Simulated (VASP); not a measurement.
# Si5P (Cmmm) in VASP: further runs, part 2 of 2

VASP 6.6.1.

### 3 Single point, PBE

This run uses another cell than the first one, of 17.90 Å³/atom.

Input file INCAR:

```
PREC = Accurate
ENCUT = 520
EDIFF = 1E-6
ISMEAR = 0
SIGMA = 0.1
LREAL = F
LASPH = T
NELM = 60
ALGO = Normal
ISIF = 2
LWAVE = F
LCHARG = F
GGA = PE
NBANDS = 22
```

Input file KPOINTS:

```
Automatic mesh
0
Gamma
  10 10 8
```

Input file POSCAR:

```
Si5P
1.0
    2.5171359915     -4.2676510872      0.0000000000
    2.5171359915      4.2676510872      0.0000000000
    0.0000000000      0.0000000000      4.9978997896
Si P
5 1
Direct
    0.0000000000      0.5000000000      0.5000000000
    0.5000000000      0.0000000000      0.5000000000
    0.0000000000      0.5000000000      0.0000000000
    0.5000000000      0.0000000000      0.0000000000
    0.5000000000      0.5000000000      0.5000000000
    0.5000000000      0.5000000000      0.0000000000
```

Potentials or basis: VASP PAW PBE potentials, release 64 (Si, P).

Run with:

```console
cat potpaw_PBE.64/Si/POTCAR potpaw_PBE.64/P/POTCAR > POTCAR
mpirun -np 1 vasp_std > vasp.out
```

OUTCAR:

```text
PREC = Accurate
   ENCUT = 520
   EDIFF = 1E-6
   ISMEAR = 0
   LREAL = F
   LASPH = T
   NELM = 60
   ISIF = 2
   GGA = PE

 ion  position               nearest neighbor table
   1  0.000  0.500  0.500-   5 2.48   5 2.48   3 2.50   3 2.50   2 2.52   2 2.52
   2  0.500  0.000  0.500-   5 2.48   5 2.48   4 2.50   4 2.50   1 2.52   1 2.52
   3  0.000  0.500  0.000-   6 2.48   6 2.48   1 2.50   1 2.50   4 2.52   4 2.52
   4  0.500  0.000  0.000-   6 2.48   6 2.48   2 2.50   2 2.50   3 2.52   3 2.52
   5  0.500  0.500  0.500-   1 2.48   2 2.48   2 2.48   1 2.48   6 2.50   6 2.50
   6  0.500  0.500  0.000-   3 2.48   4 2.48   4 2.48   3 2.48   5 2.50   5 2.50

  LATTYP: Found a base centered orthorhombic cell.
 ALAT       =     5.0342719830
 B/A-ratio  =     1.6954392220
 C/A-ratio  =     0.9927750838

  Lattice vectors:

 A1 = (   2.5171359915,  -4.2676510872,   0.0000000000)
 A2 = (   2.5171359915,   4.2676510872,   0.0000000000)
 A3 = (   0.0000000000,   0.0000000000,   4.9978997896)

Analysis of symmetry for initial positions (statically):
=====================================================================
 Subroutine PRICEL returns:
 Original cell was already a primitive cell.

 Routine SETGRP: Setting up the symmetry group for a
 base centered orthorhombic supercell.

 Subroutine GETGRP returns: Found  8 space group operations
 (whereof  8 operations were pure point group operations)
 out of a pool of  8 trial point group operations.

The static configuration has the point symmetry D_2h.

Analysis of symmetry for dynamics (positions and initial velocities):
=====================================================================
 Subroutine PRICEL returns:
 Original cell was already a primitive cell.

 Routine SETGRP: Setting up the symmetry group for a
 base centered orthorhombic supercell.

 Subroutine GETGRP returns: Found  8 space group operations
 (whereof  8 operations were pure point group operations)
 out of a pool of  8 trial point group operations.

The dynamic configuration has the point symmetry D_2h.

 Subroutine INISYM returns: Found  8 space group operations
 (whereof  8 operations are pure point group operations),
 and found     1 'primitive' translations

----------------------------------------------------------------------------------------

                                     Primitive cell

  volume of cell :     107.3775

  direct lattice vectors                    reciprocal lattice vectors
     2.517135992 -4.267651087  0.000000000     0.198638453 -0.117160468  0.000000000
     2.517135992  4.267651087  0.000000000     0.198638453  0.117160468  0.000000000
     0.000000000  0.000000000  4.997899790     0.000000000  0.000000000  0.200084044

  length of vectors
     4.954676518  4.954676518  4.997899790     0.230616154  0.230616154  0.200084044

  position of ions in fractional coordinates (direct lattice)
     1.000000000  0.500000000  0.500000000
     0.500000000  1.000000000  0.500000000
     1.000000000  0.500000000  0.000000000
     0.500000000  1.000000000  0.000000000
     0.500000000  0.500000000  0.500000000
     0.500000000  0.500000000  0.000000000

  ion indices of the primitive-cell ions
[... 36 lines left out ...]
  0.000000  0.000000  0.000000      1.000000
  0.100000  0.000000  0.000000      4.000000
  0.200000  0.000000  0.000000      4.000000
  0.300000  0.000000  0.000000      4.000000
  0.400000  0.000000  0.000000      4.000000
  0.500000  0.000000  0.000000      2.000000
[... 16 lines left out ...]
  0.300000  0.300000  0.000000      2.000000
  0.400000  0.300000  0.000000      4.000000
 [... further k-points ...]
   k-points           NKPTS =    155   k-points in BZ     NKDIM =    155   number of bands    NBANDS=     22
   number of dos      NEDOS =    301   number of ions     NIONS =      6
   total plane-waves  NPLWV =  64000
   dimension x,y,z NGX =    40 NGY =   40 NGZ =   40
   dimension x,y,z NGXF=    80 NGYF=   80 NGZF=   80
   ions per type =               5   1
   NGX,Y,Z   is equivalent  to a cutoff of  13.42, 13.42, 13.31 a.u.
   NGXF,Y,Z  is equivalent  to a cutoff of  26.84, 26.84, 26.61 a.u.
 SYSTEM =  unknown system
   PREC   = accura    normal or accurate (medium, high low for compatibility)
   ISTART =      0    job   : 0-new  1-cont  2-samecut
   ICHARG =      2    charge: 1-file 2-atom 10-const
   ISPIN  =      1    spin polarized calculation?
   LNONCOLLINEAR =      F non collinear calculations
   LSORBIT =      F    spin-orbit coupling
   LASPH  =      T    aspherical Exc in radial PAW
   ENCUT  =  520.0 eV  38.22 Ry    6.18 a.u.   9.21  9.21  9.29*2*pi/ulx,y,z
   NELM   =     60;   NELMIN=  2; NELMDL= -5     # of ELM steps
   EDIFF  = 0.1E-05   stopping-criterion for ELM
   LREAL  =      F    real-space projection
   EDIFFG = 0.1E-04   stopping-criterion for IOM
   NSW    =      0    number of steps for IOM
   IBRION =     -1    ionic relax: 0-MD 1-quasi-New 2-CG
   NFREE  =      0    steps in history (QN), initial steepest desc. (CG)
   ISIF   =      2    stress and relaxation
   ISYM   =      2    0-nonsym 1-usesym 2-fastsym
   POTIM  = 0.5000    time-step for ionic-motion
   TEBEG  =    0.0;   TEEND  =   0.0 temperature during run
   PSTRESS=    0.0 pullay stress
   NELECT =      25.0000    total number of electrons
   NUPDOWN=      -1.0000    fix difference up-down
   EMIN   =  10.00;   EMAX   =-10.00  energy-range for DOS
   EFERMI =   0.00;   METHOD = LEGACY
   ISMEAR =     0;   SIGMA  =   0.10  broadening in eV -4-tet -1-fermi 0-gaus
   EFERMI_NEDOS =   21; number of points for ismear=-14 and -15
   IALGO  =     38    algorithm
   IMIX   =      4    mixing-type and parameters
     AMIX     =   0.40;   BMIX     =  1.00
     AMIX_MAG =   1.60;   BMIX_MAG =  1.00
  volume/ion in A,a.u.               =      17.90       120.77
  Fermi-wavevector in a.u.,A,eV,Ry     =   1.007126  1.903192 13.800426  1.014303
  Thomas-Fermi vector in A             =   2.139911
   LORBIT       =      0    0 simple, 1 ext, 2 COOP (PROOUT), +10 PAW based schemes
   GGA     = PE    functional components
   LHFCALC =     F    Hartree Fock is set to
   AEXX    =    0.0000 exact exchange contribution
   IVDW    =     0    specifies the selected vdW correction
   LEPSILON=     F    determine dielectric tensor
   LRPA    =     F    only Hartree local field effects (RPA)
 non-spin polarized calculation
 Gauss-broadening in eV      SIGMA  =   0.10
  energy-cutoff  :      520.00
  volume of cell :      107.38
 maximum number of plane-waves:      2918
 NGX is ok and might be reduce to    40
   NGX = 19   NGY = 19   NGZ = 19

 number of electron      25.0000000 magnetization

 Free energy of the ion-electron system (eV)
  ---------------------------------------------------
  ext. energy  EPLUGINS =         0.00000000
  ---------------------------------------------------
  free energy    TOTEN  =       -30.34560505 eV

  energy without entropy =      -30.33395118  energy(sigma->0) =      -30.33977811

 E-fermi :   6.9098     XC(G=0):  -9.9731

 val. band max:        6.8994960552   @ k =   0.3000   0.1000   0.3750
 cond. band min:       6.9136188486   @ k =   0.5000   0.0000   0.5000
 fundamental gap:      0.0141227934
 Fermi energy:         6.9098075515

 k-point     1 :       0.0000    0.0000    0.0000
  band No.  band energies     occupation
      1      -6.7879      2.00000
      2      -2.3590      2.00000
      3      -0.2932      2.00000
      4      -0.2619      2.00000
      5       0.2423      2.00000
      6       0.4001      2.00000
[... 589 lines left out ...]
     21      12.6779      0.00000
     22      13.1834      0.00000

 [... further k-points ...]

------------------------ aborting loop because EDIFF is reached ----------------------------------------

  FORCE on cell =-STRESS in cart. coord.  units (eV):
  Direction    XX          YY          ZZ          XY          YZ          ZX
  --------------------------------------------------------------------------------------
  -------------------------------------------------------------------------------------
  Total       -0.0413535     -0.0554393     -0.0492792      0.0000000      0.0000000      0.0000000
  in kB       -0.6170352     -0.8272094     -0.7352942      0.0000000      0.0000000      0.0000000
  external PRESSURE =      -0.7265129 kB  Pullay stress =       0.0000000 kB

 VOLUME and BASIS-vectors are now :
 -----------------------------------------------------------------------------
  energy-cutoff  :      520.00
  volume of cell :      107.38
      direct lattice vectors                 reciprocal lattice vectors
     2.517135992 -4.267651087  0.000000000     0.198638453 -0.117160468  0.000000000
     2.517135992  4.267651087  0.000000000     0.198638453  0.117160468  0.000000000
     0.000000000  0.000000000  4.997899790     0.000000000  0.000000000  0.200084044

 POSITION                                       TOTAL-FORCE (eV/Angst)
 -----------------------------------------------------------------------------------
      1.25857      2.13383      2.49895         0.000000      0.000000      0.000000
      1.25857     -2.13383      2.49895         0.000000      0.000000      0.000000
      1.25857      2.13383      0.00000         0.000000     -0.000000      0.000000
      1.25857     -2.13383      0.00000         0.000000      0.000000      0.000000
      2.51714      0.00000      2.49895        -0.000000     -0.000000      0.000000
      2.51714      0.00000      0.00000         0.000000     -0.000000      0.000000
 -----------------------------------------------------------------------------------
    total drift:                               -0.000000      0.000000      0.000000

  FREE ENERGIE OF THE ION-ELECTRON SYSTEM (eV)
  ---------------------------------------------------
  free  energy   TOTEN  =       -30.3456050484 eV

  energy  without entropy=      -30.3339511797  energy(sigma->0) =      -30.33977811
```

OSZICAR:

```text
N       E                     dE             d eps       ncg     rms          rms(c)
DAV:   1     0.549733234134E+02    0.54973E+02   -0.97722E+03  6820   0.936E+02
DAV:   2    -0.265912947054E+02   -0.81565E+02   -0.78180E+02  8696   0.147E+02
DAV:   3    -0.304815004073E+02   -0.38902E+01   -0.38332E+01  8958   0.291E+01
DAV:   4    -0.305392505419E+02   -0.57750E-01   -0.57674E-01  8642   0.426E+00
DAV:   5    -0.305402746805E+02   -0.10241E-02   -0.10241E-02  8946   0.553E-01    0.769E+00
DAV:   6    -0.303833402754E+02    0.15693E+00   -0.17372E-01  8406   0.163E+00    0.454E+00
DAV:   7    -0.303420319799E+02    0.41308E-01   -0.20409E-01  8360   0.185E+00    0.411E-01
DAV:   8    -0.303444379159E+02   -0.24059E-02   -0.21484E-02  8020   0.692E-01    0.255E-01
DAV:   9    -0.303451885225E+02   -0.75061E-03   -0.11012E-03  8766   0.162E-01    0.134E-01
DAV:  10    -0.303455362856E+02   -0.34776E-03   -0.30168E-04  7976   0.799E-02    0.278E-02
DAV:  11    -0.303455964885E+02   -0.60203E-04   -0.58371E-05  8350   0.344E-02    0.962E-03
DAV:  12    -0.303456032928E+02   -0.68043E-05   -0.99973E-06  8268   0.140E-02    0.455E-03
DAV:  13    -0.303456049245E+02   -0.16316E-05   -0.25647E-06  7878   0.727E-03    0.210E-03
DAV:  14    -0.303456050484E+02   -0.12393E-06   -0.32072E-07  5842   0.271E-03
   1 F= -.30345605E+02 E0= -.30339778E+02  d E =-.116539E-01
```

It took 3.2 min on 1 thread of Intel Xeon Platinum 8488C (Sapphire Rapids), shared host; peak memory 0.42 GiB.

What came out:

```
Free energy            : -30.3456 eV
Pressure               : -0.1 GPa
Band gap on the k mesh : zero (an odd number of electrons rules out a gap without spin polarisation)
```

The gap in the log of VASP goes by the Fermi energy; the results here count the filled bands.